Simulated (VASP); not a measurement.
# In2O3 (R-3c) in VASP: notebook

Runs on In2O3. Level: LDA. Tasks: single point.

Everything below comes from runs of VASP 6.6.1. Logs are shortened: lines on timing, memory, paths and dates and some standing lists are left out, and cuts for length are marked.

### 1 The cell of the first run

Symmetry: R-3c, No. 167, trigonal system. The conventional cell has a = 5.025 Å, b = 5.025 Å, c = 15.522 Å, α = 90.00°, β = 90.00°, γ = 120.00°. In (site symmetry 3) has 6 O at 2.00 to 2.24 Å within 2.6 Å. O (site symmetry 2) has 4 In at 2.00 to 2.24 Å and 2 O at 2.57 Å within 2.6 Å.

### 2 Single point, LDA (strain -0.080 along x and y, +0.080 along z)

Contents of INCAR:

```
SYSTEM = In2O3
ALGO     = Normal         ! electronic algorithm
EDIFF    = 1E-7           ! SCF threshold, eV
ENCUT    = 520            ! plane-wave cutoff, eV
ISIF     = 2              ! what is computed and relaxed
ISMEAR   = 0              ! smearing method
LASPH    = .True.         ! aspherical terms in the spheres
LCHARG   = .False.        ! write CHGCAR
LREAL    = .False.        ! projectors in reciprocal space
LWAVE    = .False.        ! write WAVECAR
NBANDS   = 55             ! bands
NELM     = 60             ! most SCF steps
PREC     = Accurate       ! precision mode
SIGMA    = 0.05           ! smearing width, eV
```

Contents of KPOINTS:

```
k-points
0
Gamma
  6 6 6
  0 0 0
```

Contents of POSCAR:

```
In2O3
1.0
    2.5124212236      1.4505470698      5.1739735545
   -2.5124212236      1.4505470698      5.1739735545
    0.0000000000     -2.9010941396      5.1739735545
In O
4 6
Direct
    0.3576778379      0.3576778379      0.3576778379
    0.1423221621      0.1423221621      0.1423221621
    0.6423221621      0.6423221621      0.6423221621
    0.8576778379      0.8576778379      0.8576778379
    0.5455327428      0.9544672572      0.2500000000
    0.2500000000      0.5455327428      0.9544672572
    0.9544672572      0.2500000000      0.5455327428
    0.4544672572      0.0455327428      0.7500000000
    0.7500000000      0.4544672572      0.0455327428
    0.0455327428      0.7500000000      0.4544672572
```

Potentials or basis: VASP PAW LDA potentials, release 64 (In_d, O).

On the command line:

```console
cat potpaw_LDA.64/In_d/POTCAR potpaw_LDA.64/O/POTCAR > POTCAR
mpirun -np 1 vasp_std > vasp.out
```

OUTCAR:

```text
SYSTEM = In2O3
   EDIFF = 1E-7
   ENCUT = 520
   ISIF = 2
   ISMEAR = 0
   LASPH = .True.
   LREAL = .False.
   NELM = 60
   PREC = Accurate

 ion  position               nearest neighbor table
   1  0.358  0.358  0.358-  10 2.00   8 2.00   9 2.00   5 2.24   7 2.24   6 2.24   3 3.00   3 3.00
                             3 3.00   2 3.34   2 3.43   2 3.43   2 3.43   4 3.89   4 3.89   4 3.89
   2  0.142  0.142  0.142-   9 2.00   8 2.00  10 2.00   5 2.24   7 2.24   6 2.24   4 3.00   4 3.00
                             4 3.00   1 3.34   1 3.43   1 3.43   1 3.43   3 3.89   3 3.89   3 3.89
   3  0.642  0.642  0.642-   7 2.00   5 2.00   6 2.00   8 2.24   9 2.24  10 2.24   1 3.00   1 3.00
                             1 3.00   4 3.34   4 3.43   4 3.43   4 3.43   2 3.89   2 3.89   2 3.89
   4  0.858  0.858  0.858-   6 2.00   5 2.00   7 2.00   8 2.24   9 2.24  10 2.24   2 3.00   2 3.00
                             2 3.00   3 3.34   3 3.43   3 3.43   3 3.43   1 3.89   1 3.89   1 3.89
   5  0.546  0.954  0.250-   3 2.00   4 2.00   1 2.24   2 2.24
   6  0.250  0.546  0.954-   4 2.00   3 2.00   1 2.24   2 2.24
   7  0.954  0.250  0.546-   3 2.00   4 2.00   1 2.24   2 2.24
   8  0.454  0.046  0.750-   1 2.00   2 2.00   3 2.24   4 2.24
   9  0.750  0.454  0.046-   2 2.00   1 2.00   3 2.24   4 2.24
  10  0.046  0.750  0.454-   1 2.00   2 2.00   3 2.24   4 2.24

  LATTYP: Found a trigonal (rhomboedric) cell.
 ALAT       =     5.9318082866
 COS(alpha) =     0.6412097029

  Lattice vectors:

 A1 = (   2.5124212236,   1.4505470698,   5.1739735545)
 A2 = (  -2.5124212236,   1.4505470698,   5.1739735545)
 A3 = (   0.0000000000,  -2.9010941396,   5.1739735545)

Analysis of symmetry for initial positions (statically):
=====================================================================
 Subroutine PRICEL returns:
 Original cell was already a primitive cell.

 Routine SETGRP: Setting up the symmetry group for a
 trigonal (rhombohedral) supercell.

 Subroutine GETGRP returns: Found 12 space group operations
 (whereof  6 operations were pure point group operations)
 out of a pool of 12 trial point group operations.

The static configuration has the point symmetry S_6 .
 The point group associated with its full space group is D_3d.

Analysis of symmetry for dynamics (positions and initial velocities):
=====================================================================
 Subroutine PRICEL returns:
 Original cell was already a primitive cell.

 Routine SETGRP: Setting up the symmetry group for a
 trigonal (rhombohedral) supercell.

 Subroutine GETGRP returns: Found 12 space group operations
 (whereof  6 operations were pure point group operations)
 out of a pool of 12 trial point group operations.

The dynamic configuration has the point symmetry S_6 .
 The point group associated with its full space group is D_3d.

 Subroutine INISYM returns: Found 12 space group operations
 (whereof  6 operations are pure point group operations),
 and found     1 'primitive' translations

----------------------------------------------------------------------------------------

                                     Primitive cell

  volume of cell :     113.1357

  direct lattice vectors                    reciprocal lattice vectors
     2.512421224  1.450547070  5.173973554     0.199011215  0.114899178  0.064425017
    -2.512421224  1.450547070  5.173973554    -0.199011215  0.114899178  0.064425017
     0.000000000 -2.901094140  5.173973554     0.000000000 -0.229798357  0.064425017

  length of vectors
     5.931808287  5.931808287  5.931808287     0.238658475  0.238658475  0.238658475

  position of ions in fractional coordinates (direct lattice)
     0.357677838  0.357677838  0.357677838
     0.142322162  0.142322162  0.142322162
     0.642322162  0.642322162  0.642322162
     0.857677838  0.857677838  0.857677838
     0.545532743  0.954467257  0.250000000
     0.250000000  0.545532743  0.954467257
     0.954467257  0.250000000  0.545532743
     0.454467257  0.045532743  0.750000000
     0.750000000  0.454467257  0.045532743
     0.045532743  0.750000000  0.454467257

  ion indices of the primitive-cell ions
   primitive index   ion index
                 1           1
                 2           2
                 3           3
                 4           4
                 5           5
                 6           6
                 7           7
                 8           8
                 9           9
                10          10

----------------------------------------------------------------------------------------

 KPOINTS: k-points

Automatic generation of k-mesh.
 Grid dimensions read from file:
 generate k-points for:    6    6    6

 Generating k-lattice:

  Cartesian coordinates                     Fractional coordinates (reciprocal lattice)
     0.033168536  0.019149863  0.010737503     0.166666667 -0.000000000  0.000000000
    -0.033168536  0.019149863  0.010737503    -0.000000000  0.166666667  0.000000000
     0.000000000 -0.038299726  0.010737503     0.000000000  0.000000000  0.166666667

  Length of vectors
     0.039776412  0.039776412  0.039776412

  Shift w.r.t. Gamma in fractional coordinates (k-lattice)
     0.000000000  0.000000000  0.000000000

 Subroutine IBZKPT returns following result:
 ===========================================

 Found     32 irreducible k-points:

 Following reciprocal coordinates:
            Coordinates               Weight
  0.000000  0.000000  0.000000      1.000000
  0.166667  0.000000  0.000000      6.000000
  0.333333 -0.000000  0.000000      6.000000
  0.500000  0.000000  0.000000      3.000000
  0.166667  0.166667  0.000000      6.000000
  0.333333  0.166667  0.000000     12.000000
[... 16 lines left out ...]
  0.500000  0.500000  0.166667      6.000000
 -0.333333  0.500000  0.166667     12.000000
 [... further k-points ...]
   k-points           NKPTS =     32   k-points in BZ     NKDIM =     32   number of bands    NBANDS=     55
   number of dos      NEDOS =    301   number of ions     NIONS =     10
   total plane-waves  NPLWV = 110592
   dimension x,y,z NGX =    48 NGY =   48 NGZ =   48
   dimension x,y,z NGXF=    96 NGYF=   96 NGZF=   96
   ions per type =               4   6
   NGX,Y,Z   is equivalent  to a cutoff of  13.45, 13.45, 13.45 a.u.
   NGXF,Y,Z  is equivalent  to a cutoff of  26.91, 26.91, 26.91 a.u.
 SYSTEM =  In2O3
   PREC   = accura    normal or accurate (medium, high low for compatibility)
   ISTART =      0    job   : 0-new  1-cont  2-samecut
   ICHARG =      2    charge: 1-file 2-atom 10-const
   ISPIN  =      1    spin polarized calculation?
   LNONCOLLINEAR =      F non collinear calculations
   LSORBIT =      F    spin-orbit coupling
   LASPH  =      T    aspherical Exc in radial PAW
   ENCUT  =  520.0 eV  38.22 Ry    6.18 a.u.  11.03 11.03 11.03*2*pi/ulx,y,z
   NELM   =     60;   NELMIN=  2; NELMDL= -5     # of ELM steps
   EDIFF  = 0.1E-06   stopping-criterion for ELM
   LREAL  =      F    real-space projection
   EDIFFG = 0.1E-05   stopping-criterion for IOM
   NSW    =      0    number of steps for IOM
   IBRION =     -1    ionic relax: 0-MD 1-quasi-New 2-CG
   NFREE  =      0    steps in history (QN), initial steepest desc. (CG)
   ISIF   =      2    stress and relaxation
   ISYM   =      2    0-nonsym 1-usesym 2-fastsym
   POTIM  = 0.5000    time-step for ionic-motion
   TEBEG  =    0.0;   TEEND  =   0.0 temperature during run
   PSTRESS=    0.0 pullay stress
   NELECT =      88.0000    total number of electrons
   NUPDOWN=      -1.0000    fix difference up-down
   EMIN   =  10.00;   EMAX   =-10.00  energy-range for DOS
   EFERMI =   0.00;   METHOD = LEGACY
   ISMEAR =     0;   SIGMA  =   0.05  broadening in eV -4-tet -1-fermi 0-gaus
   EFERMI_NEDOS =   21; number of points for ismear=-14 and -15
   IALGO  =     38    algorithm
   IMIX   =      4    mixing-type and parameters
     AMIX     =   0.40;   BMIX     =  1.00
     AMIX_MAG =   1.60;   BMIX_MAG =  1.00
  volume/ion in A,a.u.               =      11.31        76.35
  Fermi-wavevector in a.u.,A,eV,Ry     =   1.505575  2.845125 30.841100  2.266757
  Thomas-Fermi vector in A             =   2.616406
   LORBIT       =      0    0 simple, 1 ext, 2 COOP (PROOUT), +10 PAW based schemes
   GGA     = CA    functional components
   LHFCALC =     F    Hartree Fock is set to
   AEXX    =    0.0000 exact exchange contribution
   IVDW    =     0    specifies the selected vdW correction
   LEPSILON=     F    determine dielectric tensor
   LRPA    =     F    only Hartree local field effects (RPA)
 non-spin polarized calculation
 Gauss-broadening in eV      SIGMA  =   0.05
  energy-cutoff  :      520.00
  volume of cell :      113.14
 maximum number of plane-waves:      3067
 NGX is ok and might be reduce to    48
   NGX = 23   NGY = 23   NGZ = 23

 number of electron      88.0000008 magnetization

 Free energy of the ion-electron system (eV)
  ---------------------------------------------------
  ext. energy  EPLUGINS =         0.00000000
  ---------------------------------------------------
  free energy    TOTEN  =       -61.46379219 eV

  energy without entropy =      -61.46379219  energy(sigma->0) =      -61.46379219

 E-fermi :   7.3684     XC(G=0): -12.3249

 val. band max:        7.1505046763   @ k =   0.0000   0.0000   0.0000
 cond. band min:       8.4855302995   @ k =   0.0000   0.0000   0.0000
 fundamental gap:      1.3350256232
 Fermi energy:         7.3683689407

 k-point     1 :       0.0000    0.0000    0.0000
  band No.  band energies     occupation
      1     -11.5417      2.00000
      2     -10.3886      2.00000
      3     -10.3886      2.00000
      4     -10.3360      2.00000
      5     -10.0301      2.00000
      6     -10.0301      2.00000
[... 47 lines left out ...]
     54      17.0141      0.00000
[... 1333 lines left out ...]
     54      17.9628      0.00000
     55      18.1470      0.00000

 [... further k-points ...]

------------------------ aborting loop because EDIFF is reached ----------------------------------------

  FORCE on cell =-STRESS in cart. coord.  units (eV):
  Direction    XX          YY          ZZ          XY          YZ          ZX
  --------------------------------------------------------------------------------------
  -------------------------------------------------------------------------------------
  Total       27.0838357     27.0838357      1.6177261     -0.0000000     -0.0000000      0.0000000
  in kB      383.5491439    383.5491439     22.9095122     -0.0000000     -0.0000000      0.0000000
  external PRESSURE =     263.3359333 kB  Pullay stress =       0.0000000 kB

 VOLUME and BASIS-vectors are now :
 -----------------------------------------------------------------------------
  energy-cutoff  :      520.00
  volume of cell :      113.14
      direct lattice vectors                 reciprocal lattice vectors
     2.512421224  1.450547070  5.173973554     0.199011215  0.114899178  0.064425017
    -2.512421224  1.450547070  5.173973554    -0.199011215  0.114899178  0.064425017
     0.000000000 -2.901094140  5.173973554     0.000000000 -0.229798357  0.064425017

 POSITION                                       TOTAL-FORCE (eV/Angst)
 -----------------------------------------------------------------------------------
      0.00000      0.00000      5.55185         0.000000     -0.000000     -1.611326
      0.00000      0.00000      2.20911         0.000000     -0.000000      1.611326
      0.00000      0.00000      9.97007         0.000000     -0.000000      1.611326
      0.00000      0.00000     13.31281         0.000000     -0.000000     -1.611326
     -1.02742      1.45055      9.05445        -0.589525     -0.000000      0.000000
     -0.74250     -1.61504      9.05445         0.294763     -0.510544      0.000000
      1.76992      0.16449      9.05445         0.294763      0.510544      0.000000
      1.02742     -1.45055      6.46747         0.589525     -0.000000      0.000000
      0.74250      1.61504      6.46747        -0.294763      0.510544      0.000000
     -1.76992     -0.16449      6.46747        -0.294763     -0.510544      0.000000
 -----------------------------------------------------------------------------------
    total drift:                                0.000000      0.000000     -0.000000

  FREE ENERGIE OF THE ION-ELECTRON SYSTEM (eV)
  ---------------------------------------------------
  free  energy   TOTEN  =       -61.4637921902 eV

  energy  without entropy=      -61.4637921902  energy(sigma->0) =      -61.46379219
```

It took 4.1 min on 1 thread of Intel Xeon Platinum 8488C (Sapphire Rapids), shared host; peak memory 0.33 GiB.

What came out:

```
Free energy            : -61.4638 eV
Pressure               : 26.3 GPa
Largest force          : 1.611 eV/Å
Band gap on the k mesh : 1.33 eV
```

Forces on the atoms (eV/Å):
```
In   0.000  0.000 -1.611
In   0.000  0.000  1.611
In   0.000  0.000  1.611
In   0.000  0.000 -1.611
O   -0.590  0.000  0.000
O    0.295 -0.511  0.000
O    0.295  0.511  0.000
O    0.590  0.000  0.000
O   -0.295  0.511  0.000
O   -0.295 -0.511  0.000
```

Stress tensor (GPa, compression positive):
```
38.35  0.00  0.00
 0.00 38.35  0.00
 0.00  0.00  2.29
```

Levels at points of the mesh, in eV from the valence-band top:
```csv
k point,band 41,band 42,band 43,band 44,band 45,band 46,band 47,band 48
"(0.00, 0.00, 0.00)",-0.58,-0.58,0.00,0.00,1.33,6.04,6.44,8.17
"(0.50, 0.00, 0.00)",-1.10,-1.10,-0.51,-0.51,4.99,4.99,6.03,6.03
"(0.50, 0.50, 0.00)",-0.91,-0.88,-0.51,-0.40,5.12,5.90,6.85,7.12
"(0.50, 0.50, 0.50)",-0.24,-0.24,-0.24,-0.24,4.56,4.56,7.42,7.42
```

Caveat: the cell differs from its parent crystal (strain -0.080 along x and y, +0.080 along z); the stress differs along the axes, from 2 to 38 GPa; spin-orbit coupling is left out, which moves the levels of the heavy elements; forces of over 1 eV/Å act on the atoms, so gaps and moduli don't describe the material at rest.

### 3 Single point, LDA (strain +0.000 along x and y, -0.080 along z)

Contents of INCAR:

```
SYSTEM = In2O3
ALGO = Normal ; EDIFF = 1E-6
ENCUT = 520 ; GGA = CA
ISIF = 2 ; ISMEAR = 0
LASPH = .TRUE. ; LCHARG = .FALSE.
LREAL = .FALSE. ; LWAVE = .FALSE.
NBANDS = 55 ; NELM = 100
PREC = Accurate ; SIGMA = 0.05
```

Contents of KPOINTS:

```
k-points
0
G
  6 6 6
  0 0 0
```

POSCAR: that of step 2 with these lines changed.

```diff
@@ -2,5 +2,5 @@
 1.0
-    2.5124212236      1.4505470698      5.1739735545
-   -2.5124212236      1.4505470698      5.1739735545
-    0.0000000000     -2.9010941396      5.1739735545
+    2.7308926344      1.5766815976      4.4074589539
+   -2.7308926344      1.5766815976      4.4074589539
+    0.0000000000     -3.1533631952      4.4074589539
 In O
```

Potentials or basis: VASP PAW LDA potentials, release 64 (In_d, O).

On the command line:

```console
cat potpaw_LDA.64/In_d/POTCAR potpaw_LDA.64/O/POTCAR > POTCAR
mpirun -np 1 vasp_std > vasp.out
```

Wall time 3.2 min (1 thread of Intel Xeon Platinum 8488C (Sapphire Rapids), shared host); peak memory 0.28 GiB.

Results (log left out):

* Free energy: -62.8407 eV
* Pressure: 18.1 GPa
* Largest force: 1.339 eV/Å
* Band gap on the k mesh: 1.68 eV (least direct gap 1.81 eV)

Forces on the atoms (eV/Å):
```
In   0.000  0.000  1.339
In   0.000  0.000 -1.339
In   0.000  0.000 -1.339
In   0.000  0.000  1.339
O    0.360  0.000  0.000
O   -0.180  0.312  0.000
O   -0.180 -0.312  0.000
O   -0.360  0.000  0.000
O    0.180 -0.312  0.000
O    0.180  0.312  0.000
```

Stress tensor (GPa, compression positive):
```
13.50  0.00  0.00
 0.00 13.50  0.00
 0.00  0.00 27.16
```

Levels at points of the mesh, in eV from the valence-band top:
| k point | band 42 | band 43 | band 44 | band 45 | band 46 | band 47 |
| --- | --- | --- | --- | --- | --- | --- |
| (0.00, 0.00, 0.00) | -0.21 | -0.12 | -0.12 | 1.68 | 5.51 | 6.93 |
| (0.50, 0.00, 0.00) | -0.68 | -0.09 | -0.09 | 5.28 | 5.28 | 6.34 |
| (0.50, 0.50, 0.00) | -0.25 | -0.05 | -0.04 | 5.67 | 5.89 | 6.29 |
| (0.50, 0.50, 0.50) | -0.39 | -0.39 | -0.39 | 4.81 | 4.81 | 7.56 |

Caveat: the cell differs from its parent crystal (strain +0.000 along x and y, -0.080 along z); the stress differs along the axes, from 13 to 27 GPa; spin-orbit coupling is left out, which moves the levels of the heavy elements; forces of over 1 eV/Å act on the atoms, so gaps and moduli don't describe the material at rest. A k mesh can miss the band edges.
